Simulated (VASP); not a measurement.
Here is a VASP 6.6.1 calculation.

The input INCAR:

```
ALGO = Normal
EDIFF = 1E-7
EDIFFG = -0.01
ENCUT = 600
GGA = PE
IBRION = 2
ISIF = 3
ISMEAR = 0
LASPH = T
LCHARG = F
LREAL = F
LWAVE = F
NELM = 80
NSW = 100
PREC = Accurate
SIGMA = 0.1
```

The input KPOINTS:

```
k-points
0
Gamma
  12 12 4
```

The input POSCAR:

```
Mg3ZrN
1.0
    3.3831450721      0.0000000000      0.0000000000
   -1.6915725360      2.9298895771      0.0000000000
    0.0000000000      0.0000000000      9.4248158817
Mg Zr N
3 1 1
Direct
    0.6666666667      0.3333333333      0.2347663163
    0.6666666667      0.3333333333      0.7652336837
    0.0000000000      0.0000000000      0.0000000000
    0.0000000000      0.0000000000      0.5000000000
    0.3333333333      0.6666666667      0.0000000000
```

Potentials or basis: VASP PAW PBE potentials, release 64 (Mg, Zr_sv, N).

Run with:

```bash
$ cat potpaw_PBE.64/Mg/POTCAR potpaw_PBE.64/Zr_sv/POTCAR potpaw_PBE.64/N/POTCAR > POTCAR
$ mpirun -np 1 vasp_std > vasp.out
```

Question: Predict the relaxed volume.

Answer: 18.65 Å³/atom.

Question: Predict the band gap on the k mesh.

Answer: Zero (an odd number of electrons rules out a gap without spin polarisation).

Final structure:
```
CELL_PARAMETERS angstrom
3.38483 0.00000 0.00000
-1.69241 2.93135 0.00000
0.00000 0.00000 9.39718
ATOMIC_POSITIONS crystal
Mg 0.66667 0.33333 0.23454
Mg 0.66667 0.33333 0.76546
Mg 0.00000 0.00000 0.00000
Zr 0.00000 0.00000 0.50000
N 0.33333 0.66667 0.00000
```
